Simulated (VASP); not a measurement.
# Li15FeF16 (a cell with a defect) in VASP: single point with PBE

Aim: the single point of Li15FeF16 (a cell with a defect) with PBE.

Everything below comes from runs of VASP 6.6.1. Logs are shortened: lines on timing, memory, paths and dates and some standing lists are left out, and cuts for length are marked.

## (1) The cell of the first run

The cell holds a defect, 32 atoms: a = 7.046 Å, b = 7.046 Å, c = 7.046 Å, α = 109.47°, β = 109.47°, γ = 109.47°.

## (2) Single point, PBE, collinear spin, ferromagnetic start

Contents of INCAR:

```
SYSTEM = Li15FeF16
PREC = Accurate
ENCUT = 520
EDIFF = 1E-6
ISMEAR = 0
SIGMA = 0.01
LREAL = Auto
LASPH = .TRUE.
NELM = 150
ALGO = Normal
ISIF = 2
LWAVE = .FALSE.
LCHARG = .FALSE.
ISPIN = 2
MAGMOM = 1 0 0 0 0 0 0 0 0 0 0 0 0 0 0 0 0 0 0 0 0 0 0 0 0 0 0 0 0 0 0 0
LORBIT = 11
LMAXMIX = 4
GGA = PE
NBANDS = 108
```

Contents of KPOINTS:

```
Automatic mesh
0
Gamma
  2 2 2
  0.5 0.5 0.5
```

Contents of POSCAR:

```
Li15FeF16
1.0
   -4.0681815579      4.0681815579     -4.0681815579
    4.0681815579     -4.0681815579     -4.0681815579
   -4.0681815579     -4.0681815579      4.0681815579
Fe Li F
1 15 16
Direct
    0.5000000000      0.2500000000      0.2500000000
    0.2473814538      0.2500000000      0.5026185462
    0.0000000000      0.2500000000      0.7500000000
    0.7526185462     -0.0026185462      0.2500000000
    0.7526185462      0.2500000000     -0.0026185462
    0.5000000000     -0.0026185462      0.5026185462
    0.2473814538     -0.0026185462      0.7447629076
    0.0000000000      0.7500000000      0.2500000000
    0.9947629076      0.9973814538      0.9973814538
    0.7526185462      0.7552370923      0.5026185462
    0.5000000000      0.7500000000      0.7500000000
    0.2473814538      0.5026185462      0.2500000000
    0.2473814538      0.7447629076     -0.0026185462
    0.0052370924      0.5026185462      0.5026185462
    0.7526185462      0.5026185462      0.7552370923
    0.5000000000      0.5026185462     -0.0026185462
    0.7665847164      0.2500000000      0.5165847164
    0.5000000000      0.2500000000      0.7500000000
    0.2334152836      0.2500000000     -0.0165847164
    0.0000000000      0.0000000000      0.5000000000
    0.0000000000      0.2500000000      0.2500000000
    0.7500000000      0.0000000000      0.7500000000
    0.5000000000     -0.0165847164     -0.0165847164
    0.2500000000      0.7500000000      0.5000000000
    0.2334152836     -0.0165847164      0.2500000000
    0.0000000000      0.7500000000      0.7500000000
    0.7500000000      0.7500000000      0.0000000000
    0.5000000000      0.5165847164      0.5165847164
    0.5000000000      0.7500000000      0.2500000000
    0.2500000000      0.5000000000      0.7500000000
    0.0000000000      0.5000000000      0.0000000000
    0.7665847164      0.5165847164      0.2500000000
```

Potentials or basis: VASP PAW PBE potentials, release 64 (Fe, Li_sv, F).

Run with:

```bash
cat potpaw_PBE.64/Fe/POTCAR potpaw_PBE.64/Li_sv/POTCAR potpaw_PBE.64/F/POTCAR > POTCAR
mpirun -np 1 vasp_std > vasp.out
```

OUTCAR:

```text
SYSTEM = Li15FeF16
   PREC = Accurate
   ENCUT = 520
   EDIFF = 1E-6
   ISMEAR = 0
   LREAL = Auto
   LASPH = .TRUE.
   NELM = 150
   ISIF = 2
   ISPIN = 2
   LORBIT = 11
   GGA = PE

 ion  position               nearest neighbor table
   1  0.500  0.250  0.250-  17 2.17  19 2.17  23 2.17  25 2.17  28 2.17  32 2.17
   2  0.247  0.250  0.503-  20 2.01  30 2.01  21 2.03  18 2.03  28 2.06  25 2.06
   3  0.000  0.250  0.750-  17 1.90  19 1.90  20 2.03  22 2.03  30 2.03  31 2.03
   4  0.753  0.997  0.250-  20 2.01  27 2.01  21 2.03  29 2.03  17 2.06  23 2.06
   5  0.753  0.250  0.997-  22 2.01  31 2.01  18 2.03  21 2.03  23 2.06  32 2.06
   6  0.500  0.997  0.503-  22 2.01  24 2.01  18 2.03  29 2.03  25 2.06  17 2.06
[... 24 lines left out ...]
  31  0.000  0.500  0.000-  13 2.01  12 2.01   5 2.01  15 2.01   8 2.03   3 2.03
  32  0.767  0.517  0.250-   8 1.90  10 2.06   5 2.06  16 2.06  14 2.06   1 2.17

  LATTYP: Found a body centered cubic cell.
 ALAT       =     8.1363631158

  Lattice vectors:

 A1 = (  -4.0681815579,   4.0681815579,  -4.0681815579)
 A2 = (   4.0681815579,  -4.0681815579,  -4.0681815579)
 A3 = (  -4.0681815579,  -4.0681815579,   4.0681815579)

Analysis of symmetry for initial positions (statically):
=====================================================================
 Subroutine PRICEL returns:
 Original cell was already a primitive cell.

 Routine SETGRP: Setting up the symmetry group for a
 body centered cubic supercell.

 Subroutine GETGRP returns: Found 48 space group operations
 (whereof  4 operations were pure point group operations)
 out of a pool of 48 trial point group operations.

The static configuration has the point symmetry C_2v.
 The point group associated with its full space group is O_h .

Analysis of symmetry for dynamics (positions and initial velocities):
=====================================================================
 Subroutine PRICEL returns:
 Original cell was already a primitive cell.

 Routine SETGRP: Setting up the symmetry group for a
 body centered cubic supercell.

 Subroutine GETGRP returns: Found 48 space group operations
 (whereof  4 operations were pure point group operations)
 out of a pool of 48 trial point group operations.

The dynamic configuration has the point symmetry C_2v.
 The point group associated with its full space group is O_h .

Analysis of structural, dynamic, and magnetic symmetry:
=====================================================================
 Subroutine PRICEL returns:
 Original cell was already a primitive cell.

 Routine SETGRP: Setting up the symmetry group for a
 body centered cubic supercell.

 Subroutine GETGRP returns: Found 48 space group operations
 (whereof  4 operations were pure point group operations)
 out of a pool of 48 trial point group operations.

The overall configuration has the point symmetry C_2v.
 The point group associated with its full space group is O_h .

 Subroutine INISYM returns: Found 48 space group operations
 (whereof  4 operations are pure point group operations),
 and found     1 'primitive' translations

----------------------------------------------------------------------------------------

                                     Primitive cell

  volume of cell :     269.3153

  direct lattice vectors                    reciprocal lattice vectors
    -4.068181558  4.068181558 -4.068181558    -0.122905036  0.000000000 -0.122905036
     4.068181558 -4.068181558 -4.068181558     0.000000000 -0.122905036 -0.122905036
    -4.068181558 -4.068181558  4.068181558    -0.122905036 -0.122905036  0.000000000

  length of vectors
     7.046297153  7.046297153  7.046297153     0.173813969  0.173813969  0.173813969

  position of ions in fractional coordinates (direct lattice)
     0.500000000  0.250000000  0.250000000
     0.247381454  0.250000000  0.502618546
     0.000000000  0.250000000  0.750000000
     0.752618546  0.997381454  0.250000000
     0.752618546  0.250000000  0.997381454
     0.500000000  0.997381454  0.502618546
[... 24 lines left out ...]
     0.000000000  0.500000000  0.000000000
     0.766584716  0.516584716  0.250000000

  ion indices of the primitive-cell ions
   primitive index   ion index
                 1           1
                 2           2
                 3           3
                 4           4
[... 65 lines left out ...]
   NGX,Y,Z   is equivalent  to a cutoff of  12.74, 12.74, 12.74 a.u.
   NGXF,Y,Z  is equivalent  to a cutoff of  25.48, 25.48, 25.48 a.u.
 SYSTEM =  Li15FeF16
   PREC   = accura    normal or accurate (medium, high low for compatibility)
   ISTART =      0    job   : 0-new  1-cont  2-samecut
   ICHARG =      2    charge: 1-file 2-atom 10-const
   ISPIN  =      2    spin polarized calculation?
   LNONCOLLINEAR =      F non collinear calculations
   LSORBIT =      F    spin-orbit coupling
   LASPH  =      T    aspherical Exc in radial PAW
   ENCUT  =  520.0 eV  38.22 Ry    6.18 a.u.  13.10 13.10 13.10*2*pi/ulx,y,z
   NELM   =    150;   NELMIN=  2; NELMDL= -5     # of ELM steps
   EDIFF  = 0.1E-05   stopping-criterion for ELM
   LREAL  =      T    real-space projection
   EDIFFG = 0.1E-04   stopping-criterion for IOM
   NSW    =      0    number of steps for IOM
   IBRION =     -1    ionic relax: 0-MD 1-quasi-New 2-CG
   NFREE  =      0    steps in history (QN), initial steepest desc. (CG)
   ISIF   =      2    stress and relaxation
   ISYM   =      2    0-nonsym 1-usesym 2-fastsym
   POTIM  = 0.5000    time-step for ionic-motion
   TEBEG  =    0.0;   TEEND  =   0.0 temperature during run
   PSTRESS=    0.0 pullay stress
   NELECT =     165.0000    total number of electrons
   NUPDOWN=      -1.0000    fix difference up-down
   EMIN   =  10.00;   EMAX   =-10.00  energy-range for DOS
   EFERMI =   0.00;   METHOD = LEGACY
   ISMEAR =     0;   SIGMA  =   0.01  broadening in eV -4-tet -1-fermi 0-gaus
   EFERMI_NEDOS =   21; number of points for ismear=-14 and -15
   IALGO  =     38    algorithm
   IMIX   =      4    mixing-type and parameters
     AMIX     =   0.40;   BMIX     =  1.00
     AMIX_MAG =   1.60;   BMIX_MAG =  1.00
  volume/ion in A,a.u.               =       8.42        56.79
  Fermi-wavevector in a.u.,A,eV,Ry     =   1.390430  2.627532 26.304086  1.933296
  Thomas-Fermi vector in A             =   2.514366
   LORBIT       =     11    0 simple, 1 ext, 2 COOP (PROOUT), +10 PAW based schemes
   GGA     = PE    functional components
   LHFCALC =     F    Hartree Fock is set to
   AEXX    =    0.0000 exact exchange contribution
   IVDW    =     0    specifies the selected vdW correction
   LEPSILON=     F    determine dielectric tensor
   LRPA    =     F    only Hartree local field effects (RPA)
 spin polarized calculation
 Gauss-broadening in eV      SIGMA  =   0.01
  energy-cutoff  :      520.00
  volume of cell :      269.32
 maximum number of plane-waves:      7296
 NGX is ok and might be reduce to    54
   NGX = 27   NGY = 27   NGZ = 27

 number of electron     165.0000093 magnetization       0.5648479

 number of electron     165.0000086 magnetization      -3.0003881

 Free energy of the ion-electron system (eV)
  ---------------------------------------------------
  ext. energy  EPLUGINS =         0.00000000
  ---------------------------------------------------
  free energy    TOTEN  =      -154.16521849 eV

  energy without entropy =     -154.15831429  energy(sigma->0) =     -154.16176639

 E-fermi :   6.1875     XC(G=0): -10.0607

 val. band max:        6.1849283859   @ k =  -0.2500   0.2500   0.2500
 cond. band min:       6.1887704376   @ k =  -0.2500   0.2500   0.2500
 fundamental gap:      0.0038420517
 Fermi energy:         6.1874679503

 spin component 1

 k-point     1 :       0.2500    0.2500    0.2500
  band No.  band energies     occupation
      1     -42.0193      1.00000
      2     -42.0193      1.00000
      3     -42.0193      1.00000
      4     -42.0162      1.00000
      5     -41.9943      1.00000
      6     -41.9943      1.00000
[... 183 lines left out ...]
     93      10.5221      0.00000
     94      11.9130      0.00000
 Fermi energy:         6.1874679503

 spin component 2

 k-point     1 :       0.2500    0.2500    0.2500
  band No.  band energies     occupation
      1     -42.0188      1.00000
      2     -42.0188      1.00000
      3     -42.0188      1.00000
      4     -42.0157      1.00000
      5     -41.9938      1.00000
      6     -41.9938      1.00000
[... 183 lines left out ...]
     93      10.4773      0.00000
     94      11.8561      0.00000
 [bands above 94 left out]

------------------------ aborting loop because EDIFF is reached ----------------------------------------

  FORCE on cell =-STRESS in cart. coord.  units (eV):
  Direction    XX          YY          ZZ          XY          YZ          ZX
  --------------------------------------------------------------------------------------
  -------------------------------------------------------------------------------------
  Total        4.2578472      4.2578472      4.2578472     -0.0000000     -0.0000000     -0.0000000
  in kB       25.3302618     25.3302618     25.3302618     -0.0000000     -0.0000000     -0.0000000
  external PRESSURE =      25.3302618 kB  Pullay stress =       0.0000000 kB

 VOLUME and BASIS-vectors are now :
 -----------------------------------------------------------------------------
  energy-cutoff  :      520.00
  volume of cell :      269.32
      direct lattice vectors                 reciprocal lattice vectors
    -4.068181558  4.068181558 -4.068181558    -0.122905036  0.000000000 -0.122905036
     4.068181558 -4.068181558 -4.068181558     0.000000000 -0.122905036 -0.122905036
    -4.068181558 -4.068181558  4.068181558    -0.122905036 -0.122905036  0.000000000

 POSITION                                       TOTAL-FORCE (eV/Angst)
 -----------------------------------------------------------------------------------
     -2.03409      0.00000     -2.03409        -0.000000     -0.000000      0.000000
     -2.03409     -2.05540      0.02131        -0.000000     -0.009641      0.009641
     -2.03409     -4.06818      2.03409        -0.000000     -0.000000      0.000000
     -0.02131     -2.01279     -6.10227        -0.009641      0.009641     -0.000000
     -6.10227     -2.01279     -0.02131        -0.000000      0.009641     -0.009641
     -0.02131     -4.06818     -4.04688        -0.009641     -0.000000      0.009641
[... 24 lines left out ...]
      2.03409     -2.03409     -2.03409        -0.000000     -0.000000     -0.000000
     -2.03409     -0.00000     -4.20312        -0.000000     -0.000000     -0.002957
 -----------------------------------------------------------------------------------
    total drift:                                0.000000     -0.000000      0.000000

  FREE ENERGIE OF THE ION-ELECTRON SYSTEM (eV)
  ---------------------------------------------------
  free  energy   TOTEN  =      -154.1652184887 eV

  energy  without entropy=     -154.1583142905  energy(sigma->0) =     -154.16176639

 total charge

# of ion       s       p       d       tot
------------------------------------------
    1        0.182   0.217   6.586   6.985
    2        2.015   0.045   0.000   2.060
    3        2.019   0.053   0.000   2.072
    4        2.015   0.045   0.000   2.060
    5        2.015   0.045   0.000   2.060
    6        2.015   0.045   0.000   2.060
[... 24 lines left out ...]
   31        1.729   4.409   0.000   6.138
   32        1.731   4.397   0.000   6.127
--------------------------------------------------
tot         58.091  71.364   6.586 136.041

 magnetization (x)

# of ion       s       p       d       tot
------------------------------------------
    1       -0.010  -0.009  -2.813  -2.832
    2        0.000   0.000   0.000   0.000
    3       -0.000  -0.001   0.000  -0.001
    4        0.000   0.000   0.000   0.000
    5        0.000   0.000   0.000   0.000
    6        0.000   0.000   0.000   0.000
[... 24 lines left out ...]
   31       -0.000  -0.000   0.000  -0.000
   32       -0.002  -0.014   0.000  -0.017
--------------------------------------------------
tot         -0.026  -0.098  -2.813  -2.936
```

It took 3.4 min on 1 thread of Intel Xeon Platinum 8559C (Emerald Rapids), shared host; peak memory 0.54 GiB.

Results:

| Quantity | Value |
| --- | --- |
| Free energy | -154.1652 eV |
| Largest force | 0.014 eV/Å |
| Band gap on the k mesh | zero (filled and empty bands overlap) |
| Net moment | -3.00 μB per cell |
| Site moments | Fe -2.83; Li +0.00, -0.00 (each value once); F -0.02, +0.00, -0.00 (each value once) μB |
| Valence electrons inside the program's atomic spheres | Fe 6.99; Li 2.06, 2.07 (each value once); F 6.13, 6.14 (each value once) |

Forces on the atoms (eV/Å):
```
Fe   0.000  0.000  0.000
Li   0.000 -0.010  0.010
Li   0.000  0.000  0.000
Li  -0.010  0.010  0.000
Li   0.000  0.010 -0.010
Li  -0.010  0.000  0.010
Li   0.010  0.010  0.000
Li   0.000  0.000  0.000
Li   0.010  0.000  0.010
Li   0.000 -0.010 -0.010
Li   0.000  0.000  0.000
Li   0.010 -0.010  0.000
Li   0.000  0.010  0.010
Li  -0.010  0.000 -0.010
Li  -0.010 -0.010  0.000
Li   0.010  0.000 -0.010
F   -0.003  0.000  0.000
F    0.000  0.000  0.000
F    0.003  0.000  0.000
F    0.000  0.000  0.000
F    0.000  0.000  0.000
F    0.000  0.000  0.000
F    0.000  0.003  0.000
F    0.000  0.000  0.000
F    0.000  0.000  0.003
F    0.000  0.000  0.000
F    0.000  0.000  0.000
F    0.000 -0.003  0.000
F    0.000  0.000  0.000
F    0.000  0.000  0.000
F    0.000  0.000  0.000
F    0.000  0.000 -0.003
```

Levels at points of the mesh, in eV from the Fermi level:
Spin up:
| k point | band 77 | band 78 | band 79 | band 80 | band 81 | band 82 | band 83 | band 84 | band 85 | band 86 |
| --- | --- | --- | --- | --- | --- | --- | --- | --- | --- | --- |
| (0.25, 0.25, 0.25) | -7.33 | -7.33 | -7.33 | -0.01 | -0.01 | -0.01 | 1.43 | 1.79 | 1.79 | 2.92 |
Spin down:
| k point | band 82 | band 83 | band 84 | band 85 | band 86 | band 87 |
| --- | --- | --- | --- | --- | --- | --- |
| (0.25, 0.25, 0.25) | -1.91 | -1.60 | -1.60 | 1.12 | 2.89 | 2.89 |

Caveat: the k points lie up to 0.55 Å⁻¹ apart; the cutoff is under 1.25 times the usual one of these potentials, so pressure, stress and relaxed cells hold a basis-set (Pulay) error; semilocal functionals often make such compounds metallic where correlation or magnetic order opens a gap, which also shifts bond lengths.
